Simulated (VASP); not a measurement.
# Nd in VASP: single point with PBE

Aim: the single point of Nd with PBE.

Everything below comes from runs of VASP 6.6.1. Logs are shortened: lines on timing, memory, paths and dates and some standing lists are left out, and cuts for length are marked.

## 1. The cell of the first run

The cell holds a cluster in a box, 1 atom: a = 8.960 Å, b = 9.498 Å, c = 8.512 Å, α = 90.00°, β = 90.00°, γ = 90.00°.

## 2. Single point, PBE

INCAR

```
ALGO = Normal
EDIFF = 1E-6
ENCUT = 520
GGA = PE
GGA_COMPAT = False
ISIF = 2
ISMEAR = -1
LASPH = True
LCHARG = True
LELF = True
LMAXMIX = 6
LREAL = False
LVHAR = True
LWAVE = False
NBANDS = 13
NELM = 200
PREC = Accurate
SIGMA = 0.1
```

KPOINTS

```
k-points
0
Gamma
  1 1 1
```

POSCAR

```
Nd
1.0
    8.9600000000      0.0000000000      0.0000000000
    0.0000000000      9.4980000000      0.0000000000
    0.0000000000      0.0000000000      8.5120000000
Nd
1
Direct
    0.5100000000      0.5200000000      0.4900000000
```

Potentials or basis: VASP PAW PBE potentials, release 64 (Nd).

The run is started by

```
$ cat potpaw_PBE.64/Nd/POTCAR > POTCAR
$ mpirun -np 1 vasp_gam > vasp.out
```

OUTCAR:

```text
EDIFF = 1E-6
   ENCUT = 520
   GGA = PE
   ISIF = 2
   ISMEAR = -1
   LASPH = True
   LREAL = False
   NELM = 200
   PREC = Accurate

 ion  position               nearest neighbor table
   1  0.510  0.520  0.490-

  LATTYP: Found a simple orthorhombic cell.
 ALAT       =     8.5120000000
 B/A-ratio  =     1.0526315789
 C/A-ratio  =     1.1158364662

  Lattice vectors:

 A1 = (   0.0000000000,   0.0000000000,   8.5120000000)
 A2 = (   8.9600000000,   0.0000000000,   0.0000000000)
 A3 = (   0.0000000000,   9.4980000000,   0.0000000000)

Analysis of symmetry for initial positions (statically):
=====================================================================
 Subroutine PRICEL returns:
 Original cell was already a primitive cell.

 Routine SETGRP: Setting up the symmetry group for a
 simple orthorhombic supercell.

 Subroutine GETGRP returns: Found  8 space group operations
 (whereof  1 operations were pure point group operations)
 out of a pool of  8 trial point group operations.

The static configuration has the point symmetry C_1 .
 The point group associated with its full space group is D_2h.

Analysis of symmetry for dynamics (positions and initial velocities):
=====================================================================
 Subroutine PRICEL returns:
 Original cell was already a primitive cell.

 Routine SETGRP: Setting up the symmetry group for a
 simple orthorhombic supercell.

 Subroutine GETGRP returns: Found  8 space group operations
 (whereof  1 operations were pure point group operations)
 out of a pool of  8 trial point group operations.

The dynamic configuration has the point symmetry C_1 .
 The point group associated with its full space group is D_2h.

 Subroutine INISYM returns: Found  8 space group operations
 (whereof  1 operations are pure point group operations),
 and found     1 'primitive' translations

----------------------------------------------------------------------------------------

                                     Primitive cell

  volume of cell :     724.3889

  direct lattice vectors                    reciprocal lattice vectors
     8.960000000  0.000000000  0.000000000     0.111607143  0.000000000  0.000000000
     0.000000000  9.498000000  0.000000000     0.000000000  0.105285323  0.000000000
     0.000000000  0.000000000  8.512000000     0.000000000  0.000000000  0.117481203

  length of vectors
     8.960000000  9.498000000  8.512000000     0.111607143  0.105285323  0.117481203

  position of ions in fractional coordinates (direct lattice)
     0.510000000  0.520000000  0.490000000

  ion indices of the primitive-cell ions
   primitive index   ion index
                 1           1

----------------------------------------------------------------------------------------

 KPOINTS: k-points

Automatic generation of k-mesh.
 Grid dimensions read from file:
 generate k-points for:    1    1    1

 Generating k-lattice:

  Cartesian coordinates                     Fractional coordinates (reciprocal lattice)
     0.111607143  0.000000000  0.000000000     1.000000000  0.000000000  0.000000000
     0.000000000  0.105285323  0.000000000     0.000000000  1.000000000  0.000000000
     0.000000000  0.000000000  0.117481203     0.000000000  0.000000000  1.000000000

  Length of vectors
     0.111607143  0.105285323  0.117481203

  Shift w.r.t. Gamma in fractional coordinates (k-lattice)
     0.000000000  0.000000000  0.000000000

 Subroutine IBZKPT returns following result:
 ===========================================

 Found      1 irreducible k-points:

 Following reciprocal coordinates:
            Coordinates               Weight
  0.000000  0.000000  0.000000      1.000000
   k-points           NKPTS =      1   k-points in BZ     NKDIM =      1   number of bands    NBANDS=     13
   number of dos      NEDOS =    301   number of ions     NIONS =      1
   total plane-waves  NPLWV = 322560
   dimension x,y,z NGX =    70 NGY =   72 NGZ =   64
   dimension x,y,z NGXF=   140 NGYF=  144 NGZF=  128
   ions per type =               1
   NGX,Y,Z   is equivalent  to a cutoff of  12.99, 12.60, 12.50 a.u.
   NGXF,Y,Z  is equivalent  to a cutoff of  25.98, 25.20, 25.00 a.u.
 SYSTEM =  unknown system
   PREC   = accura    normal or accurate (medium, high low for compatibility)
   ISTART =      0    job   : 0-new  1-cont  2-samecut
   ICHARG =      2    charge: 1-file 2-atom 10-const
   ISPIN  =      1    spin polarized calculation?
   LNONCOLLINEAR =      F non collinear calculations
   LSORBIT =      F    spin-orbit coupling
   LASPH  =      T    aspherical Exc in radial PAW
   ENCUT  =  520.0 eV  38.22 Ry    6.18 a.u.  16.66 17.66 15.83*2*pi/ulx,y,z
   NELM   =    200;   NELMIN=  2; NELMDL= -5     # of ELM steps
   EDIFF  = 0.1E-05   stopping-criterion for ELM
   LREAL  =      F    real-space projection
   EDIFFG = 0.1E-04   stopping-criterion for IOM
   NSW    =      0    number of steps for IOM
   IBRION =     -1    ionic relax: 0-MD 1-quasi-New 2-CG
   NFREE  =      0    steps in history (QN), initial steepest desc. (CG)
   ISIF   =      2    stress and relaxation
   ISYM   =      2    0-nonsym 1-usesym 2-fastsym
   POTIM  = 0.5000    time-step for ionic-motion
   TEBEG  =    0.0;   TEEND  =   0.0 temperature during run
   PSTRESS=    0.0 pullay stress
   NELECT =      14.0000    total number of electrons
   NUPDOWN=      -1.0000    fix difference up-down
   EMIN   =  10.00;   EMAX   =-10.00  energy-range for DOS
   EFERMI =   0.00;   METHOD = LEGACY
   ISMEAR =    -1;   SIGMA  =   0.10  broadening in eV -4-tet -1-fermi 0-gaus
   EFERMI_NEDOS =   21; number of points for ismear=-14 and -15
   IALGO  =     38    algorithm
   IMIX   =      4    mixing-type and parameters
     AMIX     =   0.40;   BMIX     =  1.00
     AMIX_MAG =   1.60;   BMIX_MAG =  1.00
  volume/ion in A,a.u.               =     724.39      4888.42
  Fermi-wavevector in a.u.,A,eV,Ry     =   0.439333  0.830219  2.626105  0.193013
  Thomas-Fermi vector in A             =   1.413353
   LORBIT       =      0    0 simple, 1 ext, 2 COOP (PROOUT), +10 PAW based schemes
   GGA     = PE    functional components
   LHFCALC =     F    Hartree Fock is set to
   AEXX    =    0.0000 exact exchange contribution
   IVDW    =     0    specifies the selected vdW correction
   LEPSILON=     F    determine dielectric tensor
   LRPA    =     F    only Hartree local field effects (RPA)
 non-spin polarized calculation
  energy-cutoff  :      520.00
  volume of cell :      724.39
 maximum number of plane-waves:      9735
 NGX is ok and might be reduce to    70
   NGX = 33   NGY = 35   NGZ = 31

 number of electron      14.0000000 magnetization

 Free energy of the ion-electron system (eV)
  ---------------------------------------------------
  ext. energy  EPLUGINS =         0.00000000
  ---------------------------------------------------
  free energy    TOTEN  =        -1.43472951 eV

  energy without entropy =       -0.56208172  energy(sigma->0) =       -0.99840562

 E-fermi :  -1.9947     XC(G=0):  -2.0310

 val. band max:       -3.1874135011   @ k =   0.0000   0.0000   0.0000
 cond. band min:      -1.9020361902   @ k =   0.0000   0.0000   0.0000
 fundamental gap:      1.2853773108
 Fermi energy:        -1.9947244205

 k-point     1 :       0.0000    0.0000    0.0000
  band No.  band energies     occupation
      1     -40.5304      2.00000
      2     -22.1071      2.00000
      3     -22.0819      2.00000
      4     -22.0691      2.00000
      5      -3.1874      1.99999
      6      -1.9020      0.56712
      7      -1.9014      0.56466
      8      -1.9010      0.56308
      9      -1.8990      0.55466
     10      -1.8976      0.54936
     11      -1.8971      0.54742
     12      -1.8921      0.52779
     13      -1.7247      0.12593

------------------------ aborting loop because EDIFF is reached ----------------------------------------

  FORCE on cell =-STRESS in cart. coord.  units (eV):
  Direction    XX          YY          ZZ          XY          YZ          ZX
  --------------------------------------------------------------------------------------
  -------------------------------------------------------------------------------------
  Total       -0.4586974     -0.3527946     -0.7515365      0.0000000      0.0000000     -0.0000000
  in kB       -1.0145304     -0.7802984     -1.6622213      0.0000000      0.0000000     -0.0000000
  external PRESSURE =      -1.1523501 kB  Pullay stress =       0.0000000 kB

 VOLUME and BASIS-vectors are now :
 -----------------------------------------------------------------------------
  energy-cutoff  :      520.00
  volume of cell :      724.39
      direct lattice vectors                 reciprocal lattice vectors
     8.960000000  0.000000000  0.000000000     0.111607143  0.000000000  0.000000000
     0.000000000  9.498000000  0.000000000     0.000000000  0.105285323  0.000000000
     0.000000000  0.000000000  8.512000000     0.000000000  0.000000000  0.117481203

 POSITION                                       TOTAL-FORCE (eV/Angst)
 -----------------------------------------------------------------------------------
      4.56960      4.93896      4.17088         0.000000      0.000000      0.000000
 -----------------------------------------------------------------------------------
    total drift:                                0.000004      0.000009      0.000003

  FREE ENERGIE OF THE ION-ELECTRON SYSTEM (eV)
  ---------------------------------------------------
  free  energy   TOTEN  =        -1.4347295119 eV

  energy  without entropy=       -0.5620817218  energy(sigma->0) =       -0.99840562
```

Run time: 6.9 min. Hardware: 1 thread of Intel Xeon Platinum 8375C at 2.90GHz (Ice Lake), shared host; peak memory 0.65 GiB.

What came out:

```
Free energy                     : -1.4347 eV
Gap between the frontier levels : zero (filled and empty bands touch)
```

Levels at points of the mesh, in eV from the Fermi level:
| k point | band 2 | band 3 | band 4 | band 5 | band 6 | band 7 | band 8 | band 9 |
| --- | --- | --- | --- | --- | --- | --- | --- | --- |
| (0.00, 0.00, 0.00) | -20.11 | -20.09 | -20.07 | -1.19 | 0.09 | 0.09 | 0.09 | 0.10 |

Caveat: spin-orbit coupling is left out, which moves the levels of the heavy elements. Spin polarisation is off, so any magnetic state and its effect on volume and gap are missing.
